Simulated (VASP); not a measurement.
# Al (P6_3/mmc) in VASP: notebook

The runs below take Al through single point, relaxation of shape and atoms at fixed volume, with PBEsol.

Program: VASP 6.6.1. These are calculated values, not measurements. Logs are shortened: lines on timing, memory, paths and dates and some standing lists are left out, and cuts for length are marked.

## (1) The cell of the first run

It takes space group P6_3/mmc (No. 194, hexagonal). Conventional cell: a = 2.906 Å, b = 2.906 Å, c = 4.728 Å, α = 90.00°, β = 90.00°, γ = 120.00°. Al (site symmetry -6m2) has 12 Al at 2.90 to 2.91 Å within 3.8 Å.

This isn't the form of Al at room conditions, which is fcc.

## (2) Single point, PBEsol (17.29 Å³/atom)

INCAR

```
SYSTEM = Al
PREC     = Accurate       ! precision mode
ENCUT    = 520            ! plane-wave cutoff, eV
EDIFF    = 1E-6           ! SCF threshold, eV
ISMEAR   = 0              ! smearing method
SIGMA    = 0.1            ! smearing width, eV
LREAL    = .False.        ! projectors in reciprocal space
LASPH    = .True.         ! aspherical terms in the spheres
NELM     = 60             ! most SCF steps
ALGO     = Normal         ! electronic algorithm
ISIF     = 2              ! what is computed and relaxed
LWAVE    = .False.        ! write WAVECAR
LCHARG   = .False.        ! write CHGCAR
GGA      = PS             ! functional
NBANDS   = 10             ! bands
```

KPOINTS

```
Automatic mesh
0
Gamma
  18 18 10
  0 0 0
```

POSCAR

```
Al
1.0
    2.9059679619      0.0000000000      0.0000000000
   -1.4529839810      2.5166420776      0.0000000000
    0.0000000000      0.0000000000      4.7282673758
Al
2
Direct
    0.6666666667      0.3333333333      0.7500000000
    0.3333333333      0.6666666667      0.2500000000
```

Potentials or basis: VASP PAW PBE potentials, release 64 (Al).

Command:

```sh
> cat potpaw_PBE.64/Al/POTCAR > POTCAR
> mpirun -np 1 vasp_std > vasp.out
```

OUTCAR:

```text
SYSTEM = Al
   PREC = Accurate
   ENCUT = 520
   EDIFF = 1E-6
   ISMEAR = 0
   LREAL = .False.
   LASPH = .True.
   NELM = 60
   ISIF = 2
   GGA = PS

 ion  position               nearest neighbor table
   1  0.667  0.333  0.750-   2 2.90   2 2.90   2 2.90   2 2.90   2 2.90   2 2.90
   2  0.333  0.667  0.250-   1 2.90   1 2.90   1 2.90   1 2.90   1 2.90   1 2.90

  LATTYP: Found a hexagonal cell.
 ALAT       =     2.9059679619
 C/A-ratio  =     1.6270886114

  Lattice vectors:

 A1 = (   2.9059679619,   0.0000000000,   0.0000000000)
 A2 = (  -1.4529839810,   2.5166420776,   0.0000000000)
 A3 = (   0.0000000000,   0.0000000000,   4.7282673758)

Analysis of symmetry for initial positions (statically):
=====================================================================
 Subroutine PRICEL returns:
 Original cell was already a primitive cell.

 Routine SETGRP: Setting up the symmetry group for a
 hexagonal supercell.

 Subroutine GETGRP returns: Found 24 space group operations
 (whereof 12 operations were pure point group operations)
 out of a pool of 24 trial point group operations.

The static configuration has the point symmetry D_3d.
 The point group associated with its full space group is D_6h.

Analysis of symmetry for dynamics (positions and initial velocities):
=====================================================================
 Subroutine PRICEL returns:
 Original cell was already a primitive cell.

 Routine SETGRP: Setting up the symmetry group for a
 hexagonal supercell.

 Subroutine GETGRP returns: Found 24 space group operations
 (whereof 12 operations were pure point group operations)
 out of a pool of 24 trial point group operations.

The dynamic configuration has the point symmetry D_3d.
 The point group associated with its full space group is D_6h.

 Subroutine INISYM returns: Found 24 space group operations
 (whereof 12 operations are pure point group operations),
 and found     1 'primitive' translations

----------------------------------------------------------------------------------------

                                     Primitive cell

  volume of cell :      34.5791

  direct lattice vectors                    reciprocal lattice vectors
     2.905967962  0.000000000  0.000000000     0.344119417  0.198677438  0.000000000
    -1.452983981  2.516642078  0.000000000     0.000000000  0.397354876  0.000000000
     0.000000000  0.000000000  4.728267376     0.000000000  0.000000000  0.211493962

  length of vectors
     2.905967962  2.905967962  4.728267376     0.397354876  0.397354876  0.211493962

  position of ions in fractional coordinates (direct lattice)
     0.666666667  0.333333333  0.750000000
     0.333333333  0.666666667  0.250000000

  ion indices of the primitive-cell ions
   primitive index   ion index
                 1           1
                 2           2

----------------------------------------------------------------------------------------

 KPOINTS: Automatic mesh

Automatic generation of k-mesh.
 Grid dimensions read from file:
 generate k-points for:   18   18   10

 Generating k-lattice:

  Cartesian coordinates                     Fractional coordinates (reciprocal lattice)
     0.019117745  0.011037635  0.000000000     0.055555556  0.000000000  0.000000000
     0.000000000  0.022075271  0.000000000     0.000000000  0.055555556  0.000000000
     0.000000000  0.000000000  0.021149396     0.000000000  0.000000000  0.100000000

  Length of vectors
     0.022075271  0.022075271  0.021149396

  Shift w.r.t. Gamma in fractional coordinates (k-lattice)
     0.000000000  0.000000000  0.000000000

 Subroutine IBZKPT returns following result:
 ===========================================

 Found    222 irreducible k-points:

 Following reciprocal coordinates:
            Coordinates               Weight
  0.000000  0.000000  0.000000      1.000000
  0.055556 -0.000000  0.000000      6.000000
  0.111111 -0.000000  0.000000      6.000000
  0.166667  0.000000  0.000000      6.000000
  0.222222  0.000000  0.000000      6.000000
  0.277778  0.000000  0.000000      6.000000
[... 16 lines left out ...]
  0.333333  0.111111  0.000000     12.000000
  0.388889  0.111111  0.000000     12.000000
 [... further k-points ...]
   k-points           NKPTS =    222   k-points in BZ     NKDIM =    222   number of bands    NBANDS=     10
   number of dos      NEDOS =    301   number of ions     NIONS =      2
   total plane-waves  NPLWV =  20736
   dimension x,y,z NGX =    24 NGY =   24 NGZ =   36
   dimension x,y,z NGXF=    48 NGYF=   48 NGZF=   72
   ions per type =               2
   NGX,Y,Z   is equivalent  to a cutoff of  13.73, 13.73, 12.66 a.u.
   NGXF,Y,Z  is equivalent  to a cutoff of  27.46, 27.46, 25.32 a.u.
 SYSTEM =  Al
   PREC   = accura    normal or accurate (medium, high low for compatibility)
   ISTART =      0    job   : 0-new  1-cont  2-samecut
   ICHARG =      2    charge: 1-file 2-atom 10-const
   ISPIN  =      1    spin polarized calculation?
   LNONCOLLINEAR =      F non collinear calculations
   LSORBIT =      F    spin-orbit coupling
   LASPH  =      T    aspherical Exc in radial PAW
   ENCUT  =  520.0 eV  38.22 Ry    6.18 a.u.   5.40  5.40  8.79*2*pi/ulx,y,z
   NELM   =     60;   NELMIN=  2; NELMDL= -5     # of ELM steps
   EDIFF  = 0.1E-05   stopping-criterion for ELM
   LREAL  =      F    real-space projection
   EDIFFG = 0.1E-04   stopping-criterion for IOM
   NSW    =      0    number of steps for IOM
   IBRION =     -1    ionic relax: 0-MD 1-quasi-New 2-CG
   NFREE  =      0    steps in history (QN), initial steepest desc. (CG)
   ISIF   =      2    stress and relaxation
   ISYM   =      2    0-nonsym 1-usesym 2-fastsym
   POTIM  = 0.5000    time-step for ionic-motion
   TEBEG  =    0.0;   TEEND  =   0.0 temperature during run
   PSTRESS=    0.0 pullay stress
   NELECT =       6.0000    total number of electrons
   NUPDOWN=      -1.0000    fix difference up-down
   EMIN   =  10.00;   EMAX   =-10.00  energy-range for DOS
   EFERMI =   0.00;   METHOD = LEGACY
   ISMEAR =     0;   SIGMA  =   0.10  broadening in eV -4-tet -1-fermi 0-gaus
   EFERMI_NEDOS =   21; number of points for ismear=-14 and -15
   IALGO  =     38    algorithm
   IMIX   =      4    mixing-type and parameters
     AMIX     =   0.40;   BMIX     =  1.00
     AMIX_MAG =   1.60;   BMIX_MAG =  1.00
  volume/ion in A,a.u.               =      17.29       116.68
  Fermi-wavevector in a.u.,A,eV,Ry     =   0.913104  1.725517 11.343991  0.833760
  Thomas-Fermi vector in A             =   2.037577
   LORBIT       =      0    0 simple, 1 ext, 2 COOP (PROOUT), +10 PAW based schemes
   GGA     = PS    functional components
   LHFCALC =     F    Hartree Fock is set to
   AEXX    =    0.0000 exact exchange contribution
   IVDW    =     0    specifies the selected vdW correction
   LEPSILON=     F    determine dielectric tensor
   LRPA    =     F    only Hartree local field effects (RPA)
 non-spin polarized calculation
 Gauss-broadening in eV      SIGMA  =   0.10
  energy-cutoff  :      520.00
  volume of cell :       34.58
 maximum number of plane-waves:       966
 NGX is ok and might be reduce to    24
   NGX = 11   NGY = 11   NGZ = 17

 number of electron       6.0000000 magnetization

 Free energy of the ion-electron system (eV)
  ---------------------------------------------------
  ext. energy  EPLUGINS =         0.00000000
  ---------------------------------------------------
  free energy    TOTEN  =        -8.09118713 eV

  energy without entropy =       -8.08573105  energy(sigma->0) =       -8.08845909

 E-fermi :   7.4694     XC(G=0): -10.0889

 val. band max:        7.4635424181   @ k =   0.0000   0.0000   0.3000
 cond. band min:       7.4800790682   @ k =   0.2778   0.1111   0.3000
 fundamental gap:      0.0165366501
 Fermi energy:         7.4694249091

 k-point     1 :       0.0000    0.0000    0.0000
  band No.  band energies     occupation
      1      -3.3416      2.00000
      2       3.0836      2.00000
      3       3.1974      2.00000
      4      17.5794      0.00000
      5      17.5794      0.00000
      6      18.1241      0.00000
      7      18.1241      0.00000
      8      19.3619      0.00000
      9      20.9493      0.00000
     10      21.2510      0.00000

 k-point     2 :       0.0556   -0.0000    0.0000
  band No.  band energies     occupation
      1      -3.2695      2.00000
      2       3.1506      2.00000
      3       3.2682      2.00000
      4      16.1541      0.00000
      5      16.7560      0.00000
      6      17.9787      0.00000
      7      19.0739      0.00000
      8      19.9994      0.00000
      9      21.0853      0.00000
     10      21.4279      0.00000

 k-point     3 :       0.1111   -0.0000    0.0000
  band No.  band energies     occupation
      1      -3.0535      2.00000
      2       3.3518      2.00000
      3       3.4799      2.00000
      4      14.1705      0.00000
      5      15.8354      0.00000
      6      17.2538      0.00000
      7      19.6824      0.00000
      8      19.8646      0.00000
      9      20.3730      0.00000
     10      20.9492      0.00000

 k-point     4 :       0.1667    0.0000    0.0000
  band No.  band energies     occupation
      1      -2.6941      2.00000
      2       3.6869      2.00000
      3       3.8303      2.00000
      4      12.1916      0.00000
      5      15.0304      0.00000
      6      16.4132      0.00000
      7      18.0514      0.00000
      8      18.1553      0.00000
      9      20.3713      0.00000
     10      21.0660      0.00000
[... 222 lines left out ...]
 k-point    22 :       0.2778    0.1111    0.0000
  band No.  band energies     occupation
      1      -0.5570      2.00000
      2       5.6923      2.00000
      3       5.7502      2.00000
      4       7.1543      1.99999
      5      10.5629      0.00000
      6      12.9714      0.00000
      7      13.3370      0.00000
      8      16.7148      0.00000
      9      16.8115      0.00000
     10      17.9194      0.00000

 k-point    23 :       0.3333    0.1111    0.0000
  band No.  band energies     occupation
      1       0.3586      2.00000
      2       5.2457      2.00000
      3       6.5530      2.00000
      4       6.9668      2.00000
      5      10.1668      0.00000
      6      11.4680      0.00000
      7      11.9605      0.00000
      8      16.4183      0.00000
      9      16.4499      0.00000
     10      17.6160      0.00000

 k-point    24 :       0.3889    0.1111    0.0000
  band No.  band energies     occupation
      1       1.4053      2.00000
      2       3.8919      2.00000
      3       7.5200      0.47440
      4       7.8551      0.00000
      5       9.7138      0.00000
      6      10.1105      0.00000
      7      10.8994      0.00000
      8      16.2356      0.00000
      9      16.2395      0.00000
     10      17.4313      0.00000

 [... further k-points ...]

------------------------ aborting loop because EDIFF is reached ----------------------------------------

  FORCE on cell =-STRESS in cart. coord.  units (eV):
  Direction    XX          YY          ZZ          XY          YZ          ZX
  --------------------------------------------------------------------------------------
  -------------------------------------------------------------------------------------
  Total       -0.8596875     -0.8596875     -0.8483446      0.0000000      0.0000000      0.0000000
  in kB      -39.8324393    -39.8324393    -39.3068785      0.0000000      0.0000000      0.0000000
  external PRESSURE =     -39.6572523 kB  Pullay stress =       0.0000000 kB

 VOLUME and BASIS-vectors are now :
 -----------------------------------------------------------------------------
  energy-cutoff  :      520.00
  volume of cell :       34.58
      direct lattice vectors                 reciprocal lattice vectors
     2.905967962  0.000000000  0.000000000     0.344119417  0.198677438  0.000000000
    -1.452983981  2.516642078  0.000000000     0.000000000  0.397354876  0.000000000
     0.000000000  0.000000000  4.728267376     0.000000000  0.000000000  0.211493962

 POSITION                                       TOTAL-FORCE (eV/Angst)
 -----------------------------------------------------------------------------------
      1.45298      0.83888      3.54620         0.000000     -0.000000      0.000000
     -0.00000      1.67776      1.18207        -0.000000      0.000000      0.000000
 -----------------------------------------------------------------------------------
    total drift:                                0.000000     -0.000000     -0.000000

  FREE ENERGIE OF THE ION-ELECTRON SYSTEM (eV)
  ---------------------------------------------------
  free  energy   TOTEN  =        -8.0911871252 eV

  energy  without entropy=       -8.0857310539  energy(sigma->0) =       -8.08845909
```

Run time: 29 s. Hardware: 1 thread of AMD EPYC 9R45 (Zen 5), shared host; peak memory 0.16 GiB.

Results:

* Free energy: -8.0912 eV
* Pressure: -4.0 GPa
* Band gap on the k mesh: zero (bands 3 and 4 overlap by 7.23 eV)

Levels at points of the mesh, in eV from the Fermi level:
```csv
k point,band 1,band 2,band 3,band 4,band 5,band 6,band 7
"(0.00, 0.00, 0.00)",-10.81,-4.39,-4.27,10.11,10.11,10.65,10.65
"(0.50, 0.00, 0.00)",-5.21,-4.96,0.61,1.09,1.56,1.66,5.33
"(0.00, 0.00, 0.50)",-9.16,-9.16,3.41,3.41,11.42,11.42,11.42
"(0.50, 0.00, 0.50)",-3.79,-3.79,-3.17,-3.17,6.76,6.76,7.47
```

Caveat: the cell stands under tension; the PAW data sets were made with another functional, which shifts forces and pressure a little.

## (3) Relaxation of shape and atoms at fixed volume, PBEsol (15.33 Å³/atom)

This run uses another cell than the first one, of 15.33 Å³/atom.

INCAR

```
SYSTEM = Al
PREC = Accurate ; ENCUT = 600
EDIFF = 1E-7 ; ISMEAR = 0
SIGMA = 0.1 ; LREAL = .FALSE.
LASPH = .TRUE. ; NELM = 60
ALGO = Normal ; ISIF = 4
LWAVE = .FALSE. ; LCHARG = .FALSE.
GGA = PS ; IBRION = 2
NSW = 50 ; EDIFFG = -0.01
```

KPOINTS

```
Automatic mesh
0
G
  18 18 10
  0 0 0
```

POSCAR

```
Al
1.0
    2.7918890242      0.0000000000      0.0000000000
   -1.3959445121      2.4178468195      0.0000000000
    0.0000000000      0.0000000000      4.5426508355
Al
2
Direct
    0.6666666667      0.3333333333      0.7500000000
    0.3333333333      0.6666666667      0.2500000000
```

Potentials or basis: VASP PAW PBE potentials, release 64 (Al).

Command:

```sh
> cat potpaw_PBE.64/Al/POTCAR > POTCAR
> mpirun -np 1 vasp_std > vasp.out
```

OUTCAR:

```text
SYSTEM = Al
   PREC = Accurate
   ENCUT = 600
   EDIFF = 1E-7
   ISMEAR = 0
   LREAL = .FALSE.
   LASPH = .TRUE.
   NELM = 60
   ISIF = 4
   GGA = PS
   IBRION = 2
   NSW = 50
   EDIFFG = -0.01

 ion  position               nearest neighbor table
   1  0.667  0.333  0.750-   2 2.79   2 2.79   2 2.79   2 2.79   2 2.79   2 2.79
   2  0.333  0.667  0.250-   1 2.79   1 2.79   1 2.79   1 2.79   1 2.79   1 2.79
[... 437 lines left out ...]

------------------------ aborting loop because EDIFF is reached ----------------------------------------

  FORCE on cell =-STRESS in cart. coord.  units (eV):
  Direction    XX          YY          ZZ          XY          YZ          ZX
  --------------------------------------------------------------------------------------
  -------------------------------------------------------------------------------------
  Total        1.0936728      1.0936728      1.0691804      0.0000000      0.0000000      0.0000000
  in kB       57.1428266     57.1428266     55.8631303      0.0000000      0.0000000      0.0000000
  external PRESSURE =      56.7162612 kB  Pullay stress =       0.0000000 kB

 VOLUME and BASIS-vectors are now :
 -----------------------------------------------------------------------------
  energy-cutoff  :      600.00
  volume of cell :       30.66
      direct lattice vectors                 reciprocal lattice vectors
     2.791889024  0.000000000  0.000000000     0.358180426  0.206795565  0.000000000
    -1.395944512  2.417846819  0.000000000     0.000000000  0.413591131  0.000000000
     0.000000000  0.000000000  4.542650835     0.000000000  0.000000000  0.220135783

 POSITION                                       TOTAL-FORCE (eV/Angst)
 -----------------------------------------------------------------------------------
      1.39594      0.80595      3.40699         0.000000     -0.000000      0.000000
     -0.00000      1.61190      1.13566        -0.000000      0.000000      0.000000
 -----------------------------------------------------------------------------------
    total drift:                                0.000000     -0.000000     -0.000000

  FREE ENERGIE OF THE ION-ELECTRON SYSTEM (eV)
  ---------------------------------------------------
  free  energy   TOTEN  =        -8.0831105507 eV

  energy  without entropy=       -8.0781078876  energy(sigma->0) =       -8.08060922

 reached required accuracy - stopping structural energy minimisation
```

OSZICAR:

```text
N       E                     dE             d eps       ncg     rms          rms(c)
DAV:   1     0.509061504088E+00    0.50906E+00   -0.26188E+03  3115   0.766E+02
DAV:   2    -0.806261124233E+01   -0.85717E+01   -0.81707E+01  4340   0.549E+01
DAV:   3    -0.814602104638E+01   -0.83410E-01   -0.79856E-01  4347   0.677E+00
DAV:   4    -0.814641365379E+01   -0.39261E-03   -0.39182E-03  4515   0.387E-01
DAV:   5    -0.814641550496E+01   -0.18512E-05   -0.18513E-05  4326   0.197E-02    0.214E+00
DAV:   6    -0.810840244475E+01    0.38013E-01   -0.42439E-03  3878   0.435E-01    0.121E+00
DAV:   7    -0.808329905913E+01    0.25103E-01   -0.10659E-02  3598   0.667E-01    0.215E-01
DAV:   8    -0.808311273569E+01    0.18632E-03   -0.14434E-04  5110   0.924E-02    0.382E-02
DAV:   9    -0.808311100374E+01    0.17320E-05   -0.99400E-07  4018   0.777E-03    0.192E-03
DAV:  10    -0.808311057411E+01    0.42964E-06   -0.55773E-08  3794   0.145E-03    0.120E-03
DAV:  11    -0.808311055070E+01    0.23402E-07   -0.18657E-09  2394   0.382E-04
   1 F= -.80831106E+01 E0= -.80806092E+01  d E =-.808311E+01
```

CONTCAR:

```text
Al
   1.00000000000000
     2.7918890242000001    0.0000000000000000    0.0000000000000000
    -1.3959445121000000    2.4178468194999998    0.0000000000000000
     0.0000000000000000    0.0000000000000000    4.5426508354999999
  Al
     2
Direct
     0.6666666667000030    0.3333333332999970    0.7500000000000000
     0.3333333332999970    0.6666666667000030    0.2500000000000000

  0.00000000E+00  0.00000000E+00  0.00000000E+00
  0.00000000E+00  0.00000000E+00  0.00000000E+00
```

It took 23 s on 1 thread of AMD EPYC 9R45 (Zen 5), shared host; peak memory 0.15 GiB.

Results:

* Free energy: -8.0831 eV
* Pressure after relaxing: 5.7 GPa
* Band gap on the k mesh: zero (bands 3 and 4 overlap by 7.63 eV)

Final structure:
```cif
data_structure
_symmetry_space_group_name_H-M 'P 1'
_symmetry_Int_Tables_number 1
_cell_length_a 2.7919
_cell_length_b 2.7919
_cell_length_c 4.5427
_cell_angle_alpha 90.000
_cell_angle_beta 90.000
_cell_angle_gamma 120.000
_cell_volume 30.66
loop_
_atom_site_label
_atom_site_type_symbol
_atom_site_fract_x
_atom_site_fract_y
_atom_site_fract_z
_atom_site_occupancy
Al1 Al 0.66667 0.33333 0.75000 1
Al2 Al 0.33333 0.66667 0.25000 1
```

Caveat: the relaxation stopped at its first step, so nothing moved; the PAW data sets were made with another functional, which shifts forces and pressure a little.
